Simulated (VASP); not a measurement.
# CdS (Fm-3m) in VASP: notebook

CdS is run at these levels: r2SCAN; tasks: single point, relaxation of cell and atoms.

All numbers are computed with VASP 6.6.1; they aren't measurements. Logs are shortened: lines on timing, memory, paths and dates and some standing lists are left out, and cuts for length are marked.

**1. The cell of the first run**

The structure is cubic, space group Fm-3m (No. 225). The conventional cell has a = 5.432 Å, b = 5.432 Å, c = 5.432 Å, α = 90.00°, β = 90.00°, γ = 90.00°. Within 3.6 Å of Cd (site symmetry m-3m) lie 6 S at 2.72 Å. S (site symmetry m-3m) has 6 Cd at 2.72 Å within 3.6 Å.

**2. Single point, r2SCAN**

Input file POSCAR:

```
CdS
1.0
    0.0000000000      2.7162298536      2.7162298536
    2.7162298536      0.0000000000      2.7162298536
    2.7162298536      2.7162298536      0.0000000000
Cd S
1 1
Direct
    0.0000000000      0.0000000000      0.0000000000
    0.5000000000      0.5000000000      0.5000000000
```

Input file INCAR.step1:

```
PREC     = Accurate       # precision mode
ENCUT    = 520            # plane-wave cutoff, eV
ISMEAR   = 0              # smearing method
SIGMA    = 0.01           # smearing width, eV
LREAL    = False          # projectors in reciprocal space
LASPH    = True           # aspherical terms in the spheres
NELM     = 80             # most SCF steps
NBANDS   = 16             # bands
GGA      = PE             # functional
ALGO     = Normal         # electronic algorithm
EDIFF    = 1E-4           # SCF threshold, eV
LWAVE    = True           # write WAVECAR
LCHARG   = False          # write CHGCAR
```

Input file INCAR.step2:

```
PREC     = Accurate       # precision mode
ENCUT    = 520            # plane-wave cutoff, eV
EDIFF    = 1E-6           # SCF threshold, eV
ISMEAR   = 0              # smearing method
SIGMA    = 0.01           # smearing width, eV
LREAL    = False          # projectors in reciprocal space
LASPH    = True           # aspherical terms in the spheres
NELM     = 80             # most SCF steps
ALGO     = Normal         # electronic algorithm
ISIF     = 2              # what is computed and relaxed
LWAVE    = False          # write WAVECAR
LCHARG   = False          # write CHGCAR
METAGGA  = R2SCAN         # meta-GGA
LMIXTAU  = True         
NBANDS   = 16             # bands
ISTART   = 1
```

Input file KPOINTS:

```
Automatic mesh
0
Gamma
  8 8 8
```

Potentials or basis: VASP PAW PBE potentials, release 64 (Cd, S).

Run with:

```
$ cat potpaw_PBE.64/Cd/POTCAR potpaw_PBE.64/S/POTCAR > POTCAR
$ cp INCAR.step1 INCAR
$ mpirun -np 1 vasp_std > vasp.out
$ cp INCAR.step2 INCAR
$ mpirun -np 1 vasp_std > vasp.out
```

OUTCAR:

```text
PREC = Accurate
   ENCUT = 520
   EDIFF = 1E-6
   ISMEAR = 0
   LREAL = False
   LASPH = True
   NELM = 80
   ISIF = 2
   METAGGA = R2SCAN
   ISTART = 1

 ion  position               nearest neighbor table
   1  0.000  0.000  0.000-   2 2.72   2 2.72   2 2.72   2 2.72   2 2.72   2 2.72
   2  0.500  0.500  0.500-   1 2.72   1 2.72   1 2.72   1 2.72   1 2.72   1 2.72

  LATTYP: Found a face centered cubic cell.
 ALAT       =     5.4324597072

  Lattice vectors:

 A1 = (   0.0000000000,   2.7162298536,   2.7162298536)
 A2 = (   2.7162298536,   0.0000000000,   2.7162298536)
 A3 = (   2.7162298536,   2.7162298536,   0.0000000000)

Analysis of symmetry for initial positions (statically):
=====================================================================
 Subroutine PRICEL returns:
 Original cell was already a primitive cell.

 Routine SETGRP: Setting up the symmetry group for a
 face centered cubic supercell.

 Subroutine GETGRP returns: Found 48 space group operations
 (whereof 48 operations were pure point group operations)
 out of a pool of 48 trial point group operations.

The static configuration has the point symmetry O_h .

Analysis of symmetry for dynamics (positions and initial velocities):
=====================================================================
 Subroutine PRICEL returns:
 Original cell was already a primitive cell.

 Routine SETGRP: Setting up the symmetry group for a
 face centered cubic supercell.

 Subroutine GETGRP returns: Found 48 space group operations
 (whereof 48 operations were pure point group operations)
 out of a pool of 48 trial point group operations.

The dynamic configuration has the point symmetry O_h .

 Subroutine INISYM returns: Found 48 space group operations
 (whereof 48 operations are pure point group operations),
 and found     1 'primitive' translations

----------------------------------------------------------------------------------------

                                     Primitive cell

  volume of cell :      40.0802

  direct lattice vectors                    reciprocal lattice vectors
     0.000000000  2.716229854  2.716229854    -0.184078678  0.184078678  0.184078678
     2.716229854  0.000000000  2.716229854     0.184078678 -0.184078678  0.184078678
     2.716229854  2.716229854  0.000000000     0.184078678  0.184078678 -0.184078678

  length of vectors
     3.841329097  3.841329097  3.841329097     0.318833623  0.318833623  0.318833623

  position of ions in fractional coordinates (direct lattice)
     0.000000000  0.000000000  0.000000000
     0.500000000  0.500000000  0.500000000

  ion indices of the primitive-cell ions
   primitive index   ion index
                 1           1
                 2           2

----------------------------------------------------------------------------------------

 KPOINTS: Automatic mesh

Automatic generation of k-mesh.
 Grid dimensions read from file:
 generate k-points for:    8    8    8

 Generating k-lattice:

  Cartesian coordinates                     Fractional coordinates (reciprocal lattice)
    -0.023009835  0.023009835  0.023009835     0.125000000  0.000000000  0.000000000
     0.023009835 -0.023009835  0.023009835     0.000000000  0.125000000  0.000000000
     0.023009835  0.023009835 -0.023009835     0.000000000  0.000000000  0.125000000

  Length of vectors
     0.039854203  0.039854203  0.039854203

  Shift w.r.t. Gamma in fractional coordinates (k-lattice)
     0.000000000  0.000000000  0.000000000

 Subroutine IBZKPT returns following result:
 ===========================================

 Found     29 irreducible k-points:

 Following reciprocal coordinates:
            Coordinates               Weight
  0.000000  0.000000  0.000000      1.000000
  0.125000  0.000000  0.000000      8.000000
  0.250000  0.000000  0.000000      8.000000
  0.375000  0.000000  0.000000      8.000000
  0.500000  0.000000  0.000000      4.000000
  0.125000  0.125000  0.000000      6.000000
[... 16 lines left out ...]
  0.500000  0.250000  0.125000     48.000000
 -0.375000  0.250000  0.125000     24.000000
 [... further k-points ...]
   k-points           NKPTS =     29   k-points in BZ     NKDIM =     29   number of bands    NBANDS=     16
   number of dos      NEDOS =    301   number of ions     NIONS =      2
   total plane-waves  NPLWV =  27000
   dimension x,y,z NGX =    30 NGY =   30 NGZ =   30
   dimension x,y,z NGXF=    60 NGYF=   60 NGZF=   60
   ions per type =               1   1
   NGX,Y,Z   is equivalent  to a cutoff of  12.98, 12.98, 12.98 a.u.
   NGXF,Y,Z  is equivalent  to a cutoff of  25.97, 25.97, 25.97 a.u.
 SYSTEM =  unknown system
   PREC   = accura    normal or accurate (medium, high low for compatibility)
   ISTART =      1    job   : 0-new  1-cont  2-samecut
   ICHARG =      0    charge: 1-file 2-atom 10-const
   ISPIN  =      1    spin polarized calculation?
   LNONCOLLINEAR =      F non collinear calculations
   LSORBIT =      F    spin-orbit coupling
   LASPH  =      T    aspherical Exc in radial PAW
   ENCUT  =  520.0 eV  38.22 Ry    6.18 a.u.   7.14  7.14  7.14*2*pi/ulx,y,z
   NELM   =     80;   NELMIN=  2; NELMDL=  0     # of ELM steps
   EDIFF  = 0.1E-05   stopping-criterion for ELM
   LREAL  =      F    real-space projection
[... 7 lines left out ...]
   TEBEG  =    0.0;   TEEND  =   0.0 temperature during run
   PSTRESS=    0.0 pullay stress
   NELECT =      18.0000    total number of electrons
   NUPDOWN=      -1.0000    fix difference up-down
   EMIN   =  10.00;   EMAX   =-10.00  energy-range for DOS
   EFERMI =   0.00;   METHOD = LEGACY
   ISMEAR =     0;   SIGMA  =   0.01  broadening in eV -4-tet -1-fermi 0-gaus
   EFERMI_NEDOS =   21; number of points for ismear=-14 and -15
   IALGO  =     38    algorithm
   IMIX   =      4    mixing-type and parameters
     AMIX     =   0.40;   BMIX     =  1.00
     AMIX_MAG =   1.60;   BMIX_MAG =  1.00
  volume/ion in A,a.u.               =      20.04       135.24
  Fermi-wavevector in a.u.,A,eV,Ry     =   1.253687  2.369125 21.384702  1.571731
  Thomas-Fermi vector in A             =   2.387528
   LORBIT       =      0    0 simple, 1 ext, 2 COOP (PROOUT), +10 PAW based schemes
   METAGGA = R2SCAN    functional components
   LHFCALC =     F    Hartree Fock is set to
   AEXX    =    0.0000 exact exchange contribution
   IVDW    =     0    specifies the selected vdW correction
   LEPSILON=     F    determine dielectric tensor
   LRPA    =     F    only Hartree local field effects (RPA)
 non-spin polarized calculation
 Gauss-broadening in eV      SIGMA  =   0.01
  energy-cutoff  :      520.00
  volume of cell :       40.08
 maximum number of plane-waves:      1106
 NGX is ok and might be reduce to    30
   NGX = 15   NGY = 15   NGZ = 15

 number of electron      18.0000001 magnetization

 Free energy of the ion-electron system (eV)
  ---------------------------------------------------
  ext. energy  EPLUGINS =         0.00000000
  ---------------------------------------------------
  free energy    TOTEN  =       -29.52140198 eV

  energy without entropy =      -29.52140198  energy(sigma->0) =      -29.52140198

 E-fermi :   2.9922     XC(G=0): -11.0669

 val. band max:        2.8690689671   @ k =   0.5000   0.0000   0.0000
 cond. band min:       3.6027293168   @ k =   0.5000   0.5000   0.0000
 fundamental gap:      0.7336603497
 Fermi energy:         2.9922098095

 k-point     1 :       0.0000    0.0000    0.0000
  band No.  band energies     occupation
      1     -10.5583      2.00000
      2      -5.0147      2.00000
      3      -5.0147      2.00000
      4      -5.0134      2.00000
      5      -5.0134      2.00000
      6      -5.0134      2.00000
[... 8 lines left out ...]
     15      15.3452      0.00000
     16      15.3452      0.00000

 k-point     2 :       0.1250    0.0000    0.0000
  band No.  band energies     occupation
      1     -10.4170      2.00000
      2      -5.0680      2.00000
      3      -5.0680      2.00000
      4      -5.0298      2.00000
      5      -4.9829      2.00000
      6      -4.9829      2.00000
[... 8 lines left out ...]
     15      13.8412      0.00000
     16      14.8700      0.00000

 k-point     3 :       0.2500    0.0000    0.0000
  band No.  band energies     occupation
      1     -10.0382      2.00000
      2      -5.1925      2.00000
      3      -5.1925      2.00000
      4      -5.0905      2.00000
      5      -4.9079      2.00000
      6      -4.9079      2.00000
[... 8 lines left out ...]
     15      14.3354      0.00000
     16      14.5648      0.00000

 k-point     4 :       0.3750    0.0000    0.0000
  band No.  band energies     occupation
      1      -9.5831      2.00000
      2      -5.3110      2.00000
      3      -5.3110      2.00000
      4      -5.2088      2.00000
      5      -4.8313      2.00000
      6      -4.8313      2.00000
[... 8 lines left out ...]
     15      15.6400      0.00000
     16      15.6400      0.00000
[... 324 lines left out ...]
 k-point    22 :       0.3750    0.2500    0.1250
  band No.  band energies     occupation
      1      -9.8310      2.00000
      2      -5.2284      2.00000
      3      -5.1215      2.00000
      4      -5.0802      2.00000
      5      -4.8920      2.00000
      6      -4.8154      2.00000
[... 8 lines left out ...]
     15      16.7672      0.00000
     16      17.8378      0.00000

 k-point    23 :       0.5000    0.2500    0.1250
  band No.  band energies     occupation
      1      -9.5391      2.00000
      2      -5.2288      2.00000
      3      -5.1628      2.00000
      4      -5.0796      2.00000
      5      -4.8268      2.00000
      6      -4.7272      2.00000
[... 8 lines left out ...]
     15      17.3243      0.00000
     16      17.9510      0.00000

 k-point    24 :      -0.3750    0.2500    0.1250
  band No.  band energies     occupation
      1      -9.4100      2.00000
      2      -5.2733      2.00000
      3      -5.1227      2.00000
      4      -5.0747      2.00000
      5      -4.7883      2.00000
      6      -4.6862      2.00000
[... 8 lines left out ...]
     15      16.0903      0.00000
     16      18.2435      0.00000

 [... further k-points ...]

------------------------ aborting loop because EDIFF is reached ----------------------------------------

  FORCE on cell =-STRESS in cart. coord.  units (eV):
  Direction    XX          YY          ZZ          XY          YZ          ZX
  --------------------------------------------------------------------------------------
  -------------------------------------------------------------------------------------
  Total        0.3717434      0.3717434      0.3717434      0.0000000     -0.0000000      0.0000000
  in kB       14.8601862     14.8601862     14.8601862      0.0000000     -0.0000000      0.0000000
  external PRESSURE =      14.8601862 kB  Pullay stress =       0.0000000 kB

 VOLUME and BASIS-vectors are now :
 -----------------------------------------------------------------------------
  energy-cutoff  :      520.00
  volume of cell :       40.08
      direct lattice vectors                 reciprocal lattice vectors
     0.000000000  2.716229854  2.716229854    -0.184078678  0.184078678  0.184078678
     2.716229854  0.000000000  2.716229854     0.184078678 -0.184078678  0.184078678
     2.716229854  2.716229854  0.000000000     0.184078678  0.184078678 -0.184078678

 POSITION                                       TOTAL-FORCE (eV/Angst)
 -----------------------------------------------------------------------------------
      0.00000      0.00000      0.00000         0.000000     -0.000000      0.000000
      2.71623      2.71623      2.71623        -0.000000      0.000000     -0.000000
 -----------------------------------------------------------------------------------
    total drift:                               -0.000000      0.000000      0.000000

  FREE ENERGIE OF THE ION-ELECTRON SYSTEM (eV)
  ---------------------------------------------------
  free  energy   TOTEN  =       -29.5214019779 eV

  energy  without entropy=      -29.5214019779  energy(sigma->0) =      -29.52140198
```

Wall time 1.9 min (1 thread of Intel Xeon 8259CL, shared host); peak memory 0.18 GiB.

Results:

```
Free energy            : -29.5214 eV
Pressure               : 1.5 GPa
Band gap on the k mesh : 0.73 eV (least direct gap 2.44 eV)
```

Caveat: the PAW data sets were made with another functional, which shifts forces and pressure a little.

**3. Relaxation of cell and atoms, r2SCAN, target pressure 1 GPa, at which the enthalpy is minimised**

This run uses another cell than the first one, of 20.28 Å³/atom.

Input file POSCAR:

```
CdS
1.0
    0.0000000000      2.7268811899      2.7268811899
    2.7268811899      0.0000000000      2.7268811899
    2.7268811899      2.7268811899      0.0000000000
Cd S
1 1
Direct
    0.0000000000      0.0000000000      0.0000000000
    0.5000000000      0.5000000000      0.5000000000
```

Input file INCAR.step1:

```
SYSTEM = CdS
PREC     = Accurate       ! precision mode
ENCUT    = 600            ! plane-wave cutoff, eV
ISMEAR   = 0              ! smearing method
SIGMA    = 0.01           ! smearing width, eV
LREAL    = .False.        ! projectors in reciprocal space
LASPH    = .True.         ! aspherical terms in the spheres
NELM     = 60             ! most SCF steps
GGA      = PE             ! functional
ALGO     = Normal         ! electronic algorithm
EDIFF    = 1E-4           ! SCF threshold, eV
LWAVE    = .True.         ! write WAVECAR
LCHARG   = .False.        ! write CHGCAR
```

Input file INCAR.step2:

```
SYSTEM = CdS
PREC     = Accurate       ! precision mode
ENCUT    = 600            ! plane-wave cutoff, eV
EDIFF    = 1E-7           ! SCF threshold, eV
ISMEAR   = 0              ! smearing method
SIGMA    = 0.01           ! smearing width, eV
LREAL    = .False.        ! projectors in reciprocal space
LASPH    = .True.         ! aspherical terms in the spheres
NELM     = 60             ! most SCF steps
ALGO     = Normal         ! electronic algorithm
ISIF     = 3              ! what is computed and relaxed
LWAVE    = .False.        ! write WAVECAR
LCHARG   = .False.        ! write CHGCAR
METAGGA  = R2SCAN         ! meta-GGA
LMIXTAU  = .True.       
IBRION   = 2              ! ionic algorithm
NSW      = 100            ! ionic steps
EDIFFG   = -0.002         ! ionic threshold
PSTRESS  = 10.0         
ISTART   = 1
```

Input file KPOINTS:

```
regular mesh
0
Gamma
  8 8 8
  0 0 0
```

Potentials or basis: VASP PAW PBE potentials, release 64 (Cd, S).

Run with:

```
$ cat potpaw_PBE.64/Cd/POTCAR potpaw_PBE.64/S/POTCAR > POTCAR
$ cp INCAR.step1 INCAR
$ mpirun -np 1 vasp_std > vasp.out
$ cp INCAR.step2 INCAR
$ mpirun -np 1 vasp_std > vasp.out
```

It took 4.1 min on 1 thread of Intel Xeon 8259CL, shared host; peak memory 0.21 GiB.

It converged, with:

```yaml
Free_energy: -29.5234 eV
Relaxed_volume: 20.14 Å³/atom
Relaxed_cell: a = 3.848 Å, b = 3.848 Å, c = 3.848 Å, α = 60.00°, β = 60.00°, γ = 60.00°
Space_group_after_relaxing_to_0.1_Å: Fm-3m (No. 225)
Energy_change_on_relaxing_the_run_minimises_the_enthalpy: +0.6 meV/atom
Ionic_steps: 3
Pressure_after_relaxing: 1.0 GPa
Band_gap_on_the_k_mesh: 0.73 eV (least direct gap 2.40 eV)
```

The path:
| step | energy change (eV) | largest force (eV/Å) | pressure (GPa) | volume (Å³) |
| --- | --- | --- | --- | --- |
| 1 | 0.0000 | 0.0000 | 0.42 | 40.55 |
| 2 | 0.0023 | 0.0000 | 1.34 | 40.13 |
| 3 | 0.0012 | 0.0000 | 1.01 | 40.28 |

Final structure:
```
Cd S
1.0
     0.00000    2.72072    2.72072
     2.72072    0.00000    2.72072
     2.72072    2.72072    0.00000
Cd S
1 1
Direct
  0.00000 0.00000 0.00000
  0.50000 0.50000 0.50000
```

Levels at points of the mesh, in eV from the valence-band top:
```csv
k point,band 5,band 6,band 7,band 8,band 9,band 10,band 11,band 12,band 13
"(0.00, 0.00, 0.00)",-7.87,-7.87,-0.78,-0.78,-0.78,1.62,9.73,9.73,9.73
"(0.50, 0.00, 0.00)",-7.66,-7.66,-4.95,0.00,0.00,4.05,6.46,6.46,7.66
"(0.50, 0.50, 0.00)",-7.59,-6.85,-4.40,-2.23,-2.23,0.73,6.41,10.83,12.34
```

Caveat: the cell is relaxed towards a set pressure, so the run minimises the enthalpy, not the energy; the PAW data sets were made with another functional, which shifts forces and pressure a little. A k mesh can miss the band edges.

**4. Relaxation of cell and atoms, r2SCAN, target pressure 2 GPa, at which the enthalpy is minimised**

This run uses another cell than the first one, of 20.28 Å³/atom.

POSCAR is that of step 3.

Input file INCAR.step1:

```
PREC = Accurate
ENCUT = 600
ISMEAR = 0
SIGMA = 0.01
LREAL = False
LASPH = True
NELM = 80
GGA = PE
ALGO = Normal
EDIFF = 1E-4
LWAVE = True
LCHARG = False
```

Input file INCAR.step2:

```
PREC = Accurate
ENCUT = 600
EDIFF = 1E-6
ISMEAR = 0
SIGMA = 0.01
LREAL = False
LASPH = True
NELM = 80
ALGO = Normal
ISIF = 3
LWAVE = False
LCHARG = False
METAGGA = R2SCAN
LMIXTAU = True
IBRION = 2
NSW = 100
EDIFFG = -0.002
PSTRESS = 20.0
ISTART = 1
```

Input file KPOINTS:

```
regular mesh
0
Gamma
  8 8 8
```

Run with:

```
$ cat potpaw_PBE.64/Cd/POTCAR potpaw_PBE.64/S/POTCAR > POTCAR
$ cp INCAR.step1 INCAR
$ mpirun -np 1 vasp_std > vasp.out
$ cp INCAR.step2 INCAR
$ mpirun -np 1 vasp_std > vasp.out
```

It took 3.2 min on 1 thread of Intel Xeon 8259CL, shared host; peak memory 0.21 GiB.

The run converged. Its results:

```
Free energy                                                : -29.5192 eV
Relaxed volume                                             : 19.92 Å³/atom
Relaxed cell                                               : a = 3.833 Å, b = 3.833 Å, c = 3.833 Å, α = 60.00°, β = 60.00°, γ = 60.00°
Space group after relaxing (to 0.1 Å)                      : Fm-3m (No. 225)
Energy change on relaxing (the run minimises the enthalpy) : +2.7 meV/atom
Ionic steps                                                : 3
Pressure after relaxing                                    : 2.0 GPa
Band gap on the k mesh                                     : 0.73 eV (least direct gap 2.48 eV)
```

Step by step:
| step | energy change (eV) | largest force (eV/Å) | pressure (GPa) | volume (Å³) |
| --- | --- | --- | --- | --- |
| 1 | 0.0000 | 0.0000 | 0.42 | 40.55 |
| 2 | 0.0123 | 0.0000 | 3.06 | 39.39 |
| 3 | 0.0054 | 0.0000 | 2.00 | 39.83 |

Final structure:
```yaml
crystal:
  lattice:
    - [0.00000, 2.71059, 2.71059]
    - [2.71059, 0.00000, 2.71059]
    - [2.71059, 2.71059, 0.00000]
  atoms:
    - { symbol: Cd, position: [0.00000, 0.00000, 0.00000] }
    - { symbol: S, position: [0.50000, 0.50000, 0.50000] }
```

Levels at points of the mesh, in eV from the valence-band top:
| k point | band 7 | band 8 | band 9 | band 10 | band 11 | band 12 |
| --- | --- | --- | --- | --- | --- | --- |
| (0.00, 0.00, 0.00) | -0.81 | -0.81 | -0.81 | 1.68 | 9.73 | 9.73 |
| (0.50, 0.00, 0.00) | -5.01 | 0.00 | 0.00 | 4.04 | 6.45 | 6.45 |
| (0.50, 0.50, 0.00) | -4.48 | -2.28 | -2.28 | 0.73 | 6.39 | 10.91 |

Caveat: the cell is relaxed towards a set pressure, so the run minimises the enthalpy, not the energy; the PAW data sets were made with another functional, which shifts forces and pressure a little.

(Part 1 of 2 ends here.)
